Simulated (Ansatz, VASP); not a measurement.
# Two plane-wave programs on In3SbAs2

```xyz
6
Lattice="-2.1691 2.1691 9.1886 2.1691 -2.1691 9.1886 2.1691 2.1691 -9.1886" Properties=species:S:1:pos:R:3 pbc="T T T"
As    0.0000    0.0000    3.1369
As    0.0000    0.0000   15.2404
In    0.0000    2.1691    4.5943
In    2.1691    0.0000    7.5140
In    2.1691    0.0000    1.6746
Sb    0.0000    0.0000    9.1886
```

Alike in both runs: task single point; functional r2SCAN; k mesh 6 × 6 × 6; occupations fermi-dirac, width 0.02 eV; no spin polarisation.

|  | VASP | Ansatz |
| --- | --- | --- |
| version | VASP 6.6.1 | Ansatz 0.2.0 |
| potentials or method | VASP PAW PBE potentials, release 64 (As, In_d, Sb) | plane waves, PAW |
| plane-wave cutoff (eV) | 520 | 500 |
| valence electrons in the cell | 54 | 84 |

```tsv
	VASP	Ansatz	Ansatz less VASP
pressure (GPa)	3.7	3.7	-0.01
rms of the force components (eV/Å)	0.012	0.012	0.0000
```

VASP's potentials were made for PBE, not for r2SCAN. The functional is the same, so the differences come from potentials, cutoffs and numerics. VASP's potentials hold 54 valence electrons a cell and Ansatz's 84, so a difference there can come from the potentials and not from the codes.

Neither program's run includes spin-orbit coupling.
